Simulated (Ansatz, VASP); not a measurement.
## Ti: VASP beside Ansatz

```
Ti
1.0
     2.89530    0.00000    0.00000
    -1.44765    2.50741    0.00000
     0.00000    0.00000    9.26507
Ti
4
Direct
  0.00000 0.00000 0.00000
  0.00000 0.00000 0.50000
  0.33333 0.66667 0.25000
  0.66667 0.33333 0.75000
```

Alike in both runs: functional PBEsol; k mesh 12 × 12 × 4; occupations fermi-dirac, width 0.1 eV; no spin polarisation.

Ansatz relaxed the structure, and its values are those at the end. VASP's run is a single point on that final structure, the one shown.

```csv
,VASP,Ansatz
version,VASP 6.6.1,Ansatz 0.2.0
potentials or method,"VASP PAW PBE potentials, release 64 (Ti_sv), cutoff 520 eV","plane waves (420 eV) with PAW, scalar-relativistic"
valence electrons in the cell,48,48
```

Ansatz gave:

```
pressure (GPa) : 0.0
```

Question: Estimate VASP's values.

Answer: Pressure (GPa): -0.2.

VASP's potentials were made for PBE, not for PBEsol, and Ansatz warns of the same on its side. With one functional, cell and mesh, what is left measures potentials, basis and numerics.
